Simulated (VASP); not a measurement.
A run of VASP 6.6.1 is set up as follows.

File INCAR:

```
SYSTEM = PbS
PREC = Accurate ; ENCUT = 520
EDIFF = 1E-6 ; ISMEAR = 0
SIGMA = 0.01 ; LREAL = .FALSE.
LASPH = .TRUE. ; NELM = 100
ALGO = Normal ; ISIF = 2
LWAVE = .FALSE. ; LCHARG = .FALSE.
GGA = PE ; NBANDS = 28
```

The input KPOINTS:

```
Automatic mesh
0
G
  4 4 2
  0 0 0
```

POSCAR

```
PbS
1.0
    2.9646834815     -2.9646840542     -0.0000051815
    2.9646834815      2.9646840542     -0.0000051815
   -2.0856054175      0.0000000000     22.1612868256
Pb S
2 2
Direct
    0.7373195345      0.7171325529      0.9352364743
    0.2828674471      0.2626804655      0.0647635257
    0.2408129785      0.2203999600      0.9448777163
    0.7796000400      0.7591870215      0.0551222837
```

Potentials or basis: VASP PAW PBE potentials, release 64 (Pb_d, S).

Run with:

```sh
$ cat potpaw_PBE.64/Pb_d/POTCAR potpaw_PBE.64/S/POTCAR > POTCAR
$ mpirun -np 1 vasp_std > vasp.out
```

Estimate the band gap on the k mesh.

2.08 eV.

Estimate the largest force.

0.154 eV/Å.

Forces in eV/Å, atoms in the order of the input:
```
Pb   0.000  0.000 -0.147
Pb   0.000  0.000  0.147
S    0.000  0.000 -0.154
S    0.000  0.000  0.154
```

Caveat: spin-orbit coupling is left out, which moves the levels of the heavy elements.
